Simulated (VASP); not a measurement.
The system is KMgF3.

```xyz
5
Lattice="4.0542 0.0000 0.0000 0.0000 4.0542 0.0000 0.0000 0.0000 4.0542" Properties=species:S:1:pos:R:3 pbc="T T T"
K     2.0271    2.0271    2.0271
Mg    0.0000    0.0000    0.0000
F     2.0271    0.0000    0.0000
F     0.0000    2.0271    0.0000
F     0.0000    0.0000    2.0271
```

- Program: VASP 6.6.1
- Task: relaxation of cell and atoms
- Functional: r2SCAN
- Potentials or basis: VASP PAW PBE potentials, release 64 (K_sv, Mg, F)
- Cutoff: 600 eV
- k mesh: 6 × 6 × 6
- Occupations: fermi-dirac, width 0.02 eV
- Spin: no spin polarisation

At the start: pressure -4.5 GPa; volume 13.33 Å³/atom.

Task: How do energy, volume and symmetry change on relaxing?

Result: Over 3 steps the energy falls by 12.5 meV/atom and the volume is 12.50 Å³/atom (-6.2 %); space group Pm-3m (No. 221, to 0.1 Å) before and after.

The path:
| step | energy change (eV) | largest force (eV/Å) | pressure (GPa) | volume (Å³) |
| --- | --- | --- | --- | --- |
| 1 | 0.0000 | 0.0000 | -4.50 | 66.64 |
| 2 | -0.0609 | 0.0000 | -0.78 | 63.09 |
| 3 | -0.0624 | 0.0000 | -0.05 | 62.50 |

Final structure:
```
CELL_PARAMETERS angstrom
3.96841 0.00000 0.00000
0.00000 3.96841 0.00000
0.00000 0.00000 3.96841
ATOMIC_POSITIONS crystal
K 0.50000 0.50000 0.50000
Mg 0.00000 0.00000 0.00000
F 0.50000 0.00000 0.00000
F 0.00000 0.50000 0.00000
F 0.00000 0.00000 0.50000
```

Caveat: the PAW data sets were made with another functional, which shifts forces and pressure a little.
